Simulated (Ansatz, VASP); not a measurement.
One calculation of CuB2, two programs

INCAR

```
ALGO = Normal ; EDIFF = 1E-7
EDIFFG = -0.04 ; ENCUT = 600
GGA = PE ; IBRION = 2
ISIF = 3 ; ISMEAR = 0
LASPH = True ; LCHARG = False
LREAL = False ; LWAVE = False
NELM = 100 ; NSW = 90
PREC = Accurate ; SIGMA = 0.1
```

KPOINTS

```
k-points
0
Gamma
  8 8 4
```

File POSCAR:

```
CuB2
1.0
    2.3404999000      0.0000000000      0.0000000000
    0.0000000000      2.3404999000      0.0000000000
    0.0000000000      0.0000000000      4.8290387900
Cu B
1 2
Direct
    0.0000000000      0.0000000000      0.0000000000
    0.5000000000      0.5000000000      0.2949999900
    0.5000000000      0.5000000000      0.7050000100
```

Input for Ansatz:

```yaml
crystal:
  lattice:
    - [2.3404999, 0.0, 0.0]
    - [0.0, 2.3404999, 0.0]
    - [0.0, 0.0, 4.82903879]
  atoms:
    - { symbol: Cu, position: [0.0, 0.0, 0.0] }
    - { symbol: B, position: [0.5, 0.5, 0.29499999] }
    - { symbol: B, position: [0.5, 0.5, 0.70500001] }
basis:
  ecutwfc: 420
kpoints:
  mp_grid: { grid: [8, 8, 4] }
hamiltonian:
  xc: pbe
scf:
  occupations: { method: gaussian, width: 0.1 }
  lower_state_search: "off"
output:
  forces: true
  stress: true
  eigenvalues: true
relax:
  adjacent_minimum: "off"
  f_tol: 0.04
  max_steps: 70
  cell: { stress_tol: 0.4 }
```

Change from the starting cell: species swapped into the Ga2Cu type (P4/mmm, No. 123).

Alike in both runs: task relaxation of cell and atoms; functional PBE; k mesh 8 × 8 × 4; occupations gaussian, width 0.1 eV; no spin polarisation.

```csv
,VASP,Ansatz
version,VASP 6.6.1,Ansatz 0.2.0
potentials or method,"VASP PAW PBE potentials, release 64 (Cu, B), cutoff 600 eV","scalar-relativistic, plane waves, PAW"
valence electrons in the cell,17,25
```

```tsv
	VASP	Ansatz	Ansatz less VASP
gap on the k mesh at the Fermi level, each at its own relaxed structure (eV)	none	none	-
relaxed volume (Å³/atom)	8.66	8.65	-0.011
relaxed cell length with the largest relative difference (Å)	4.562	4.556	-0.0061
```

A gap of «none» marks a metal or a gap that the smearing closes. VASP's potentials hold 17 valence electrons a cell and Ansatz's 25, so a difference there can come from the potentials and not from the codes.
